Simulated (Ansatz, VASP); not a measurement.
HgTe: VASP beside Ansatz

POSCAR

```
HgTe
1.0
    0.0000000000      3.2891972858      3.2891972858
    3.2891972858      0.0000000000      3.2891972858
    3.2891972858      3.2891972858      0.0000000000
Hg Te
1 1
Direct
    0.0000000000      0.0000000000      0.0000000000
    0.2500000000      0.2500000000      0.2500000000
```

The input INCAR.step1:

```
  PREC = Accurate
  ENCUT = 520
  EDIFF = 1E-5
  ISMEAR = -1
  SIGMA = 0.02
  LREAL = False
  LASPH = True
  NELM = 100
  ALGO = Normal
  ISIF = 2
  LWAVE = True
  LCHARG = False
  NBANDS = 16
  GGA = PE
```

INCAR.step2

```
  PREC = Accurate
  ENCUT = 520
  EDIFF = 1E-6
  ISMEAR = -1
  SIGMA = 0.02
  LREAL = False
  LASPH = True
  NELM = 100
  ALGO = Normal
  ISIF = 2
  LWAVE = False
  LCHARG = False
  GGA = PE
  LHFCALC = True
  AEXX = 0.75
  HFSCREEN = 0.5
  PRECFOCK = Normal
  NBANDS = 16
  ISTART = 1
```

Contents of KPOINTS:

```
regular mesh
0
Gamma
  4 4 4
```

Input for Ansatz:

```yaml
crystal:
  lattice:
    - [0.0, 3.2891972858, 3.2891972858]
    - [3.2891972858, 0.0, 3.2891972858]
    - [3.2891972858, 3.2891972858, 0.0]
  atoms:
    - { symbol: Hg, position: [0.0, 0.0, 0.0] }
    - { symbol: Te, position: [0.25, 0.25, 0.25] }
kpoints:
  mp_grid: { grid: [4, 4, 4] }
hamiltonian:
  xc: { exchange: pbe, correlation: pbe, exx: { coeff: 0.75, omega: 0.5 } }
scf:
  occupations: { method: fermi_dirac, width: 0.02 }
  n_extra_bands: 4
output:
  forces: true
  stress: true
  eigenvalues: true
```

Alike in both runs: task single point; functional PBE-based screened hybrid with a share of 0.75 of exact exchange and HFSCREEN = 0.5; k mesh 4 × 4 × 4; occupations fermi-dirac, width 0.02 eV; no spin polarisation.

|  | VASP | Ansatz |
| --- | --- | --- |
| version | VASP 6.6.1 | Ansatz 0.2.0 |
| potentials or method | VASP PAW PBE potentials, release 64 (Hg, Te) | plane waves |
| plane-wave cutoff (eV) | 520 | 420 |
| valence electrons in the cell | 18 | 36 |

VASP gave:

```
pressure (GPa) : -1.0
```

Problem. Which values does Ansatz return?

Solution. Pressure (GPa): -0.9.

VASP's potentials were made for PBE, not for PBE-based screened hybrid. VASP's potentials hold 18 valence electrons a cell and Ansatz's 36, so a difference there can come from the potentials and not from the codes. Ansatz's warnings: stress exchange threshold loose, stress scf threshold loose.

The k mesh is coarse, so the values compare programs but aren't converged. Neither program's run includes spin-orbit coupling.
